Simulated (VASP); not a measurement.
**MgS: single point with r2SCAN**

MgS:

```
S Mg
1.0
     0.00000    2.77529    2.77529
     2.77529    0.00000    2.77529
     2.77529    2.77529    0.00000
S Mg
1 1
Direct
  0.25000 0.25000 0.25000
  0.00000 0.00000 0.00000
```

```
Program                : VASP 6.6.1
Task                   : single point
Functional             : r2SCAN
Potentials or basis    : VASP PAW PBE potentials, release 64 (S, Mg)
Cutoff                 : 520 eV
k mesh                 : 8 × 8 × 8
Occupations            : fermi-dirac, width 0.05 eV
Spin                   : no spin polarisation
Dipole correction      : no
Further INCAR settings : ALGO = Normal; EDIFF = 1e-07; NBANDS = 11
```

The pressure is 3.7 GPa and the band gap on the k mesh is 4.27 eV, indirect (least direct gap 4.45 eV).

Levels at points of the mesh, in eV from the valence-band top:
```
           k point  band 2  band 3  band 4  band 5  band 6  band 7
(0.00, 0.00, 0.00)    0.00    0.00    0.00    4.45    8.75    8.75
(0.50, 0.00, 0.00)   -3.36   -0.35   -0.35    6.01    8.29    8.29
(0.50, 0.50, 0.00)   -3.00   -1.12   -1.12    4.27    6.34   12.77
```

Wall time 49 s on 1 thread of Intel(R) Xeon(R) Platinum 8488C (Sapphire Rapids), on a shared host, peak memory 0.18 GiB.

Caveat: the PAW data sets were made with another functional, which shifts forces and pressure a little. r2SCAN opens gaps a little over a GGA but as a rule still falls short of measured ones.
